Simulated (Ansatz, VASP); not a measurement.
One calculation of BaTiO3, two programs

The input POSCAR:

```
BaTiO3
1.0
    4.0097890500      4.0097890500      0.0000000000
    0.0000000000      4.0097890500      4.0097890500
    4.0097890500      0.0000000000      4.0097890500
Ba Ti O
2 2 6
Direct
    0.2500000000      0.2500000000      0.2500000000
    0.7500000000      0.7500000000      0.7500000000
    0.0000000000      0.0000000000      0.0000000000
    0.5000000000      0.5000000000      0.5000000000
    0.2500000000      0.7500000000      0.2500000000
    0.7500000000      0.2500000000      0.7500000000
    0.2500000000      0.2500000000      0.7500000000
    0.7500000000      0.7500000000      0.2500000000
    0.2500000000      0.7500000000      0.7500000000
    0.7500000000      0.2500000000      0.2500000000
```

The input INCAR.step1:

```
SYSTEM = BaTiO3
  PREC = Accurate
  ENCUT = 520
  ISMEAR = 1
  SIGMA = 0.1215
  LREAL = .FALSE.
  LASPH = .TRUE.
  NELM = 60
  NBANDS = 51
  GGA = PE
  ALGO = Normal
  EDIFF = 1E-4
  LWAVE = .TRUE.
  LCHARG = .FALSE.
```

INCAR.step2

```
SYSTEM = BaTiO3
  PREC = Accurate
  ENCUT = 520
  EDIFF = 1E-6
  ISMEAR = 1
  SIGMA = 0.1215
  LREAL = .FALSE.
  LASPH = .TRUE.
  NELM = 60
  ALGO = Normal
  ISIF = 2
  LWAVE = .FALSE.
  LCHARG = .TRUE.
  METAGGA = R2SCAN
  LMIXTAU = .TRUE.
  LELF = .TRUE.
  LVHAR = .TRUE.
  NBANDS = 51
  ISTART = 1
```

Contents of KPOINTS:

```
regular mesh
0
G
  6 6 6
  0 0 0
```

Input for Ansatz:

```yaml
crystal:
  lattice:
    - [4.00978905, 4.00978905, 0.0]
    - [0.0, 4.00978905, 4.00978905]
    - [4.00978905, 0.0, 4.00978905]
  atoms:
    - { symbol: Ba, position: [0.25, 0.25, 0.25] }
    - { symbol: Ba, position: [0.75, 0.75, 0.75] }
    - { symbol: Ti, position: [0.0, 0.0, 0.0] }
    - { symbol: Ti, position: [0.5, 0.5, 0.5] }
    - { symbol: O, position: [0.25, 0.75, 0.25] }
    - { symbol: O, position: [0.75, 0.25, 0.75] }
    - { symbol: O, position: [0.25, 0.25, 0.75] }
    - { symbol: O, position: [0.75, 0.75, 0.25] }
    - { symbol: O, position: [0.25, 0.75, 0.75] }
    - { symbol: O, position: [0.75, 0.25, 0.25] }
  symmetry: { tolerance: 0.0003 }
kpoints:
  mp_grid: { grid: [6, 6, 6], shift: [0, 0, 0] }
  band_path:
    path:
      - [0.0, 0.0, 0.0]
      - [0.5, 0.5, 0.0]
      - [1.0, 0.5, 0.5]
      - [0.0, 0.0, 0.0]
      - [1.0, 1.0, 1.0]
      - [0.5, 0.5, 0.0]
      - [1.0, 1.0, 1.0]
      - [1.0, 0.5, 0.5]
    npoints: 10
magnetization:
  spin_polarized: false
scf:
  occupations: { method: cold, width: 0.1215 }
  lower_state_search: "off"
  max_iter: 200
hamiltonian:
  pseudopotentials: { kind: paw }
  xc: r2scan
basis:
  ecutwfc: 500
  fft_grid_basis: typed
output:
  forces: true
  stress: true
  eigenvalues: true
  bader: true
  populations: true
  elf: true
  write_potential: true
  volumetric_format: npy
  dos:
    e_range: [-12, 8]
    de: 0.05
    projected: { site_lists: { Ba: [Ba], O: [O], Ti: [Ti] } }
checkpoint:
  read: saved_state
```

Alike in both runs: task single point; functional r2SCAN; k mesh 6 × 6 × 6; no spin polarisation.

```csv
,VASP,Ansatz
version,VASP 6.6.1,Ansatz 0.2.0
potentials or method,"VASP PAW PBE potentials, release 64 (Ba_sv, Ti_sv, O), cutoff 520 eV",PAW plane waves
occupations,"methfessel-paxton of order 1, width 0.1215 eV","cold, width 0.1215 eV"
valence electrons in the cell,80,80
```

Ansatz gave:

| Quantity | Value |
| --- | --- |
| gap on the k mesh at the Fermi level (eV) | 2.14 |
| pressure (GPa) | -2.1 |

Problem. Which values does VASP return?

Solution. gap on the k mesh at the Fermi level (eV): 2.12; pressure (GPa): -0.2.

VASP's potentials were made for PBE, not for r2SCAN.

Neither program's run includes spin-orbit coupling.
